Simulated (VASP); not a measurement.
# BaTiO3 (Barioperovskite) (Amm2) in VASP: notebook

BaTiO3 (Barioperovskite) is run at these levels: PBE; tasks: single point.

Everything below comes from runs of VASP 6.6.1. Logs are shortened: lines on timing, memory, paths and dates and some standing lists are left out, and cuts for length are marked.

### 1 The cell of the first run

It takes space group Amm2 (No. 38, orthorhombic). Conventional cell: a = 3.986 Å, b = 5.674 Å, c = 5.690 Å, α = 90.00°, β = 90.00°, γ = 90.00°. Within 3.7 Å of Ba (site symmetry mm2) lie 12 O at 2.77 to 2.92 Å and 8 Ti at 3.42 to 3.53 Å. Ti (site symmetry mm2) has 6 O at 1.93 to 2.09 Å within 2.6 Å. O (site symmetry m) has 2 Ti at 1.93 to 2.09 Å within 2.6 Å. O (site symmetry mm2) has 2 Ti at 2.00 Å within 2.6 Å.

### 2 Single point, PBE

The input, INCAR:

```
PREC = Accurate ; ENCUT = 520
EDIFF = 1E-6 ; ISMEAR = -1
SIGMA = 0.05 ; LREAL = F
LASPH = T ; NELM = 100
ALGO = Normal ; ISIF = 2
LWAVE = F ; LCHARG = T
GGA = PE ; LELF = T
LVHAR = T ; NBANDS = 28
```

The input, KPOINTS:

```
regular mesh
0
Gamma
  7 7 7
```

The input, POSCAR:

```
BaTiO3
1.0
    3.9855000000      0.0000000000      0.0000000000
    0.0000000000      2.8369000000      2.8451500000
    0.0000000000     -2.8369000000      2.8451500000
Ba Ti O
1 1 3
Direct
    0.0000000000      0.0000000000      0.0000000000
    0.5000000000      0.5124000000      0.5124000000
    0.5000000000      0.9918400000      0.5052400000
    0.5000000000      0.5052400000      0.9918400000
    0.0000000000      0.4874000000      0.4874000000
```

Potentials or basis: VASP PAW PBE potentials, release 64 (Ba_sv, Ti_sv, O).

On the command line:

```bash
$ cat potpaw_PBE.64/Ba_sv/POTCAR potpaw_PBE.64/Ti_sv/POTCAR potpaw_PBE.64/O/POTCAR > POTCAR
$ mpirun -np 1 vasp_std > vasp.out
```

OUTCAR:

```text
PREC = Accurate
   ENCUT = 520
   EDIFF = 1E-6
   ISMEAR = -1
   LREAL = F
   LASPH = T
   NELM = 100
   ISIF = 2
   GGA = PE

 ion  position               nearest neighbor table
   1  0.000  0.000  0.000-   5 2.77   4 2.81   3 2.81   3 2.81   4 2.81   5 2.84   5 2.84   4 2.84
                             3 2.84   3 2.84   4 2.84   5 2.92   2 3.42   2 3.42   2 3.47   2 3.47
   2  0.500  0.512  0.512-   3 1.93   4 1.93   5 2.00   5 2.00   3 2.09   4 2.09   1 3.42   1 3.42
                             1 3.47   1 3.47   1 3.47   1 3.47   1 3.53   1 3.53
   3  0.500  0.992  0.505-   2 1.93   2 2.09   1 2.81   1 2.81   1 2.84   1 2.84
   4  0.500  0.505  0.992-   2 1.93   2 2.09   1 2.81   1 2.81   1 2.84   1 2.84
   5  0.000  0.487  0.487-   2 2.00   2 2.00   1 2.77   1 2.84   1 2.84   1 2.92

  LATTYP: Found a base centered orthorhombic cell.
 ALAT       =     5.6738000000
 B/A-ratio  =     1.0029081039
 C/A-ratio  =     0.7024392823

  Lattice vectors:

 A1 = (   0.0000000000,   2.8369000000,  -2.8451500000)
 A2 = (   0.0000000000,   2.8369000000,   2.8451500000)
 A3 = (   3.9855000000,   0.0000000000,   0.0000000000)

Analysis of symmetry for initial positions (statically):
=====================================================================
 Subroutine PRICEL returns:
 Original cell was already a primitive cell.

 Routine SETGRP: Setting up the symmetry group for a
 base centered orthorhombic supercell.

 Subroutine GETGRP returns: Found  4 space group operations
 (whereof  4 operations were pure point group operations)
 out of a pool of  8 trial point group operations.

The static configuration has the point symmetry C_2v.

Analysis of symmetry for dynamics (positions and initial velocities):
=====================================================================
 Subroutine PRICEL returns:
 Original cell was already a primitive cell.

 Routine SETGRP: Setting up the symmetry group for a
 base centered orthorhombic supercell.

 Subroutine GETGRP returns: Found  4 space group operations
 (whereof  4 operations were pure point group operations)
 out of a pool of  8 trial point group operations.

The dynamic configuration has the point symmetry C_2v.

 Subroutine INISYM returns: Found  4 space group operations
 (whereof  4 operations are pure point group operations),
 and found     1 'primitive' translations

----------------------------------------------------------------------------------------

                                     Primitive cell

  volume of cell :      64.3372

  direct lattice vectors                    reciprocal lattice vectors
     3.985500000  0.000000000  0.000000000     0.250909547  0.000000000  0.000000000
     0.000000000  2.836900000  2.845150000     0.000000000  0.176248722  0.175737659
     0.000000000 -2.836900000  2.845150000     0.000000000 -0.176248722  0.175737659

  length of vectors
     3.985500000  4.017820321  4.017820321     0.250909547  0.248892219  0.248892219

  position of ions in fractional coordinates (direct lattice)
     0.000000000  0.000000000  0.000000000
     0.500000000  0.512400000  0.512400000
     0.500000000  0.991840000  0.505240000
     0.500000000  0.505240000  0.991840000
     0.000000000  0.487400000  0.487400000

  ion indices of the primitive-cell ions
   primitive index   ion index
                 1           1
                 2           2
                 3           3
                 4           4
                 5           5

----------------------------------------------------------------------------------------

 KPOINTS: regular mesh

Automatic generation of k-mesh.
 Grid dimensions read from file:
 generate k-points for:    7    7    7

 Generating k-lattice:

  Cartesian coordinates                     Fractional coordinates (reciprocal lattice)
     0.035844221  0.000000000  0.000000000     0.142857143  0.000000000  0.000000000
     0.000000000  0.025178389  0.025105380     0.000000000  0.142857143  0.000000000
     0.000000000 -0.025178389  0.025105380     0.000000000  0.000000000  0.142857143

  Length of vectors
     0.035844221  0.035556031  0.035556031

  Shift w.r.t. Gamma in fractional coordinates (k-lattice)
     0.000000000  0.000000000  0.000000000

 Subroutine IBZKPT returns following result:
 ===========================================

 Found     64 irreducible k-points:

 Following reciprocal coordinates:
            Coordinates               Weight
  0.000000  0.000000  0.000000      1.000000
  0.142857  0.000000  0.000000      2.000000
  0.285714  0.000000  0.000000      2.000000
  0.428571  0.000000  0.000000      2.000000
  0.000000  0.142857 -0.000000      4.000000
  0.142857  0.142857 -0.000000      8.000000
[... 16 lines left out ...]
  0.285714  0.285714  0.142857      8.000000
  0.428571  0.285714  0.142857      8.000000
 [... further k-points ...]
   k-points           NKPTS =     64   k-points in BZ     NKDIM =     64   number of bands    NBANDS=     28
   number of dos      NEDOS =    301   number of ions     NIONS =      5
   total plane-waves  NPLWV =  27000
   dimension x,y,z NGX =    30 NGY =   30 NGZ =   30
   dimension x,y,z NGXF=    60 NGYF=   60 NGZF=   60
   ions per type =               1   1   3
   NGX,Y,Z   is equivalent  to a cutoff of  12.51, 12.41, 12.41 a.u.
   NGXF,Y,Z  is equivalent  to a cutoff of  25.03, 24.83, 24.83 a.u.
 SYSTEM =  unknown system
   PREC   = accura    normal or accurate (medium, high low for compatibility)
   ISTART =      0    job   : 0-new  1-cont  2-samecut
   ICHARG =      2    charge: 1-file 2-atom 10-const
   ISPIN  =      1    spin polarized calculation?
   LNONCOLLINEAR =      F non collinear calculations
   LSORBIT =      F    spin-orbit coupling
   LASPH  =      T    aspherical Exc in radial PAW
   ENCUT  =  520.0 eV  38.22 Ry    6.18 a.u.   7.41  7.47  7.47*2*pi/ulx,y,z
   NELM   =    100;   NELMIN=  2; NELMDL= -5     # of ELM steps
   EDIFF  = 0.1E-05   stopping-criterion for ELM
   LREAL  =      F    real-space projection
   EDIFFG = 0.1E-04   stopping-criterion for IOM
   NSW    =      0    number of steps for IOM
   IBRION =     -1    ionic relax: 0-MD 1-quasi-New 2-CG
   NFREE  =      0    steps in history (QN), initial steepest desc. (CG)
   ISIF   =      2    stress and relaxation
   ISYM   =      2    0-nonsym 1-usesym 2-fastsym
   POTIM  = 0.5000    time-step for ionic-motion
   TEBEG  =    0.0;   TEEND  =   0.0 temperature during run
   PSTRESS=    0.0 pullay stress
   NELECT =      40.0000    total number of electrons
   NUPDOWN=      -1.0000    fix difference up-down
   EMIN   =  10.00;   EMAX   =-10.00  energy-range for DOS
   EFERMI =   0.00;   METHOD = LEGACY
   ISMEAR =    -1;   SIGMA  =   0.05  broadening in eV -4-tet -1-fermi 0-gaus
   EFERMI_NEDOS =   21; number of points for ismear=-14 and -15
   IALGO  =     38    algorithm
   IMIX   =      4    mixing-type and parameters
     AMIX     =   0.40;   BMIX     =  1.00
     AMIX_MAG =   1.60;   BMIX_MAG =  1.00
  volume/ion in A,a.u.               =      12.87        86.83
  Fermi-wavevector in a.u.,A,eV,Ry     =   1.397250  2.640420 26.562762  1.952308
  Thomas-Fermi vector in A             =   2.520525
   LORBIT       =      0    0 simple, 1 ext, 2 COOP (PROOUT), +10 PAW based schemes
   GGA     = PE    functional components
   LHFCALC =     F    Hartree Fock is set to
   AEXX    =    0.0000 exact exchange contribution
   IVDW    =     0    specifies the selected vdW correction
   LEPSILON=     F    determine dielectric tensor
   LRPA    =     F    only Hartree local field effects (RPA)
 non-spin polarized calculation
  energy-cutoff  :      520.00
  volume of cell :       64.34
 maximum number of plane-waves:      1757
 NGX is ok and might be reduce to    30
   NGX = 15   NGY = 15   NGZ = 15

 number of electron      39.9999995 magnetization

 Free energy of the ion-electron system (eV)
  ---------------------------------------------------
  ext. energy  EPLUGINS =         0.00000000
  ---------------------------------------------------
  free energy    TOTEN  =       -39.97336497 eV

  energy without entropy =      -39.97336497  energy(sigma->0) =      -39.97336497

 E-fermi :   4.7599     XC(G=0): -11.2374

 val. band max:        3.7358885144   @ k =   0.4286   0.4286   0.4286
 cond. band min:       5.6564891947   @ k =   0.0000   0.0000   0.0000
 fundamental gap:      1.9206006803
 Fermi energy:         4.7599093711

 k-point     1 :       0.0000    0.0000    0.0000
  band No.  band energies     occupation
      1     -52.7639      2.00000
      2     -28.9905      2.00000
      3     -28.9892      2.00000
      4     -28.9740      2.00000
      5     -21.0238      2.00000
      6     -13.0767      2.00000
[... 20 lines left out ...]
     27       8.8973      0.00000
     28      11.1307      0.00000

 k-point     2 :       0.1429    0.0000    0.0000
  band No.  band energies     occupation
      1     -52.7637      2.00000
      2     -28.9901      2.00000
      3     -28.9890      2.00000
      4     -28.9842      2.00000
      5     -21.0014      2.00000
      6     -13.0872      2.00000
[... 20 lines left out ...]
     27       9.2773      0.00000
     28      11.6219      0.00000

 k-point     3 :       0.2857    0.0000    0.0000
  band No.  band energies     occupation
      1     -52.7632      2.00000
      2     -29.0074      2.00000
      3     -28.9892      2.00000
      4     -28.9879      2.00000
      5     -20.9501      2.00000
      6     -13.1743      2.00000
[... 20 lines left out ...]
     27      10.2324      0.00000
     28      12.1211      0.00000

 k-point     4 :       0.4286    0.0000    0.0000
  band No.  band energies     occupation
      1     -52.7628      2.00000
      2     -29.0258      2.00000
      3     -28.9885      2.00000
      4     -28.9872      2.00000
      5     -20.9080      2.00000
      6     -13.2813      2.00000
[... 20 lines left out ...]
     27      11.2396      0.00000
     28      12.0171      0.00000

 k-point     5 :       0.0000    0.1429   -0.0000
  band No.  band energies     occupation
      1     -52.7637      2.00000
      2     -28.9994      2.00000
      3     -28.9895      2.00000
      4     -28.9736      2.00000
      5     -21.0026      2.00000
      6     -13.0896      2.00000
[... 20 lines left out ...]
     27       9.2863      0.00000
     28      11.6129      0.00000

 k-point     6 :       0.1429    0.1429   -0.0000
  band No.  band energies     occupation
      1     -52.7635      2.00000
      2     -28.9990      2.00000
      3     -28.9891      2.00000
      4     -28.9838      2.00000
      5     -20.9815      2.00000
      6     -13.0768      2.00000
[... 463 lines left out ...]
      5     -20.9374      2.00000
      6     -13.1176      2.00000
[... 20 lines left out ...]
     27      10.6352      0.00000
     28      12.4240      0.00000

 k-point    22 :       0.1429    0.2857    0.1429
  band No.  band energies     occupation
      1     -52.7629      2.00000
      2     -29.0196      2.00000
      3     -28.9977      2.00000
      4     -28.9826      2.00000
      5     -20.9204      2.00000
      6     -13.0512      2.00000
[... 20 lines left out ...]
     27      10.8245      0.00000
     28      12.1932      0.00000

 k-point    23 :       0.2857    0.2857    0.1429
  band No.  band energies     occupation
      1     -52.7624      2.00000
      2     -29.0185      2.00000
      3     -29.0053      2.00000
      4     -28.9966      2.00000
      5     -20.8815      2.00000
      6     -12.9330      2.00000
[... 20 lines left out ...]
     27      11.5551      0.00000
     28      12.1483      0.00000

 k-point    24 :       0.4286    0.2857    0.1429
  band No.  band energies     occupation
      1     -52.7621      2.00000
      2     -29.0233      2.00000
      3     -29.0174      2.00000
      4     -28.9959      2.00000
      5     -20.8498      2.00000
      6     -12.8903      2.00000
[... 20 lines left out ...]
     27      12.1187      0.00000
     28      12.2696      0.00000

 [... further k-points ...]

------------------------ aborting loop because EDIFF is reached ----------------------------------------

  FORCE on cell =-STRESS in cart. coord.  units (eV):
  Direction    XX          YY          ZZ          XY          YZ          ZX
  --------------------------------------------------------------------------------------
  -------------------------------------------------------------------------------------
  Total        1.6949900      1.7459658      1.4898607      0.0000000      0.0000000      0.0000000
  in kB       42.2100357     43.4794776     37.1017364      0.0000000      0.0000000      0.0000000
  external PRESSURE =      40.9304165 kB  Pullay stress =       0.0000000 kB

 VOLUME and BASIS-vectors are now :
 -----------------------------------------------------------------------------
  energy-cutoff  :      520.00
  volume of cell :       64.34
      direct lattice vectors                 reciprocal lattice vectors
     3.985500000  0.000000000  0.000000000     0.250909547  0.000000000  0.000000000
     0.000000000  2.836900000  2.845150000     0.000000000  0.176248722  0.175737659
     0.000000000 -2.836900000  2.845150000     0.000000000 -0.176248722  0.175737659

 POSITION                                       TOTAL-FORCE (eV/Angst)
 -----------------------------------------------------------------------------------
      0.00000      0.00000      0.00000         0.000000      0.000000      0.154232
      1.99275      0.00000      2.91571         0.000000      0.000000      0.144434
      1.99275      1.38044      4.25942         0.000000      0.027040     -0.257973
      1.99275     -1.38044      4.25942         0.000000     -0.027040     -0.257973
      0.00000      0.00000      2.77345         0.000000      0.000000      0.217280
 -----------------------------------------------------------------------------------
    total drift:                                0.000000      0.000001      0.000659

  FREE ENERGIE OF THE ION-ELECTRON SYSTEM (eV)
  ---------------------------------------------------
  free  energy   TOTEN  =       -39.9733649664 eV

  energy  without entropy=      -39.9733649660  energy(sigma->0) =      -39.97336497
```

Run time: 2.1 min. Hardware: 1 thread of Intel Xeon Platinum 8259CL at 2.50GHz (Skylake/Cascade Lake), shared host; peak memory 0.24 GiB.

What came out:

```yaml
Free_energy: -39.9734 eV
Pressure: 4.1 GPa
Largest_force: 0.259 eV/Å
Band_gap_on_the_k_mesh: 1.92 eV, indirect (least direct gap 2.06 eV)
```

Forces in eV/Å, atoms in the order of the input:
```
Ba   0.000  0.000  0.154
Ti   0.000  0.000  0.144
O    0.000  0.027 -0.258
O    0.000 -0.027 -0.258
O    0.000  0.000  0.217
```

Levels at points of the mesh, in eV from the valence-band top:
```tsv
k point	band 17	band 18	band 19	band 20	band 21	band 22	band 23	band 24
(0.00, 0.00, 0.00)	-1.02	-0.29	-0.18	-0.14	1.92	1.98	2.14	4.08
```

Caveat: spin-orbit coupling is left out, which moves the levels of the heavy elements. A hybrid or GW would open this gap; PBE tends to underestimate it.

### 3 Single point, PBE

This run uses another cell than the first one, of 12.10 Å³/atom, 0.940 times its volume.

The input, INCAR:

```
SYSTEM = BaTiO3
ALGO = Normal ; EDIFF = 1E-6
ENCUT = 520 ; GGA = PE
ISIF = 2 ; ISMEAR = -1
LASPH = .True. ; LCHARG = .False.
LREAL = .False. ; LWAVE = .False.
NBANDS = 28 ; NELM = 100
PREC = Accurate ; SIGMA = 0.05
```

The input, KPOINTS:

```
k-points
0
Gamma
  7 7 7
  0 0 0
```

POSCAR, as its differences from that of step 2:

```diff
@@ -2,5 +2,5 @@
 1.0
-    3.9855000000      0.0000000000      0.0000000000
-    0.0000000000      2.8369000000      2.8451500000
-    0.0000000000     -2.8369000000      2.8451500000
+    3.9041404363      0.0000000000      0.0000000000
+    0.0000000000      2.7789878318      2.7870694172
+    0.0000000000     -2.7789878318      2.7870694172
 Ba Ti O
```

Potentials or basis: VASP PAW PBE potentials, release 64 (Ba_sv, Ti_sv, O).

On the command line:

```bash
$ cat potpaw_PBE.64/Ba_sv/POTCAR potpaw_PBE.64/Ti_sv/POTCAR potpaw_PBE.64/O/POTCAR > POTCAR
$ mpirun -np 1 vasp_std > vasp.out
```

It took 2.3 min on 1 thread of AMD EPYC 7R43 (Zen 3), shared host; peak memory 0.2 GiB.

It converged, with:

| Quantity | Value |
| --- | --- |
| Free energy | -39.7265 eV |
| Pressure | 16.7 GPa |
| Largest force | 0.279 eV/Å |
| Band gap on the k mesh | 2.05 eV, indirect (least direct gap 2.12 eV) |

Forces on the atoms (eV/Å):
```
Ba   0.000  0.000  0.165
Ti   0.000  0.000 -0.191
O    0.000  0.267 -0.079
O    0.000 -0.267 -0.079
O    0.000  0.000  0.185
```

Stress tensor (GPa, compression positive):
```
16.91  0.00  0.00
 0.00 17.04  0.00
 0.00  0.00 16.30
```

Levels at points of the mesh, in eV from the valence-band top:
```
           k point  band 16  band 17  band 18  band 19  band 20  band 21  band 22  band 23  band 24  band 25
(0.00, 0.00, 0.00)    -1.17    -1.11    -0.24    -0.12    -0.07     2.05     2.12     2.30     4.52     4.58
```

Caveat: spin-orbit coupling is left out, which moves the levels of the heavy elements.

### 4 Single point, PBE

This run uses another cell than the first one, of 12.35 Å³/atom, 0.960 times its volume.

The input, INCAR:

```
SYSTEM = BaTiO3
ALGO = Normal ; EDIFF = 1E-6
ENCUT = 520 ; GGA = PE
ISIF = 2 ; ISMEAR = -1
LASPH = .TRUE. ; LCHARG = .FALSE.
LREAL = .FALSE. ; LWAVE = .FALSE.
NBANDS = 28 ; NELM = 100
PREC = Accurate ; SIGMA = 0.05
```

The input, KPOINTS:

```
k-points
0
G
  7 7 7
  0 0 0
```

POSCAR, as its differences from that of step 3:

```diff
@@ -2,5 +2,5 @@
 1.0
-    3.9041404363      0.0000000000      0.0000000000
-    0.0000000000      2.7789878318      2.7870694172
-    0.0000000000     -2.7789878318      2.7870694172
+    3.9316352889      0.0000000000      0.0000000000
+    0.0000000000      2.7985588135      2.8066973133
+    0.0000000000     -2.7985588135      2.8066973133
 Ba Ti O
```

On the command line:

```bash
$ cat potpaw_PBE.64/Ba_sv/POTCAR potpaw_PBE.64/Ti_sv/POTCAR potpaw_PBE.64/O/POTCAR > POTCAR
$ mpirun -np 1 vasp_std > vasp.out
```

Wall time 2.4 min (1 thread of AMD EPYC 7R43 (Zen 3), shared host); peak memory 0.21 GiB.

It converged, with:

```yaml
Free_energy: -39.8431 eV
Pressure: 12.1 GPa
Largest_force: 0.231 eV/Å
Band_gap_on_the_k_mesh: 2.01 eV, indirect (least direct gap 2.10 eV)
```

Forces on the atoms (eV/Å):
```
Ba   0.000  0.000  0.161
Ti   0.000  0.000 -0.072
O    0.000  0.181 -0.143
O    0.000 -0.181 -0.143
O    0.000  0.000  0.197
```

Stress tensor (GPa, compression positive):
```
12.22  0.00  0.00
 0.00 12.35  0.00
 0.00  0.00 11.64
```

Levels at points of the mesh, in eV from the valence-band top:
```csv
k point,band 16,band 17,band 18,band 19,band 20,band 21,band 22,band 23,band 24,band 25
"(0.00, 0.00, 0.00)",-1.14,-1.08,-0.25,-0.14,-0.09,2.01,2.07,2.24,4.37,4.42
```

Caveat: spin-orbit coupling is left out, which moves the levels of the heavy elements.

(Continued in part 2 of 2.)
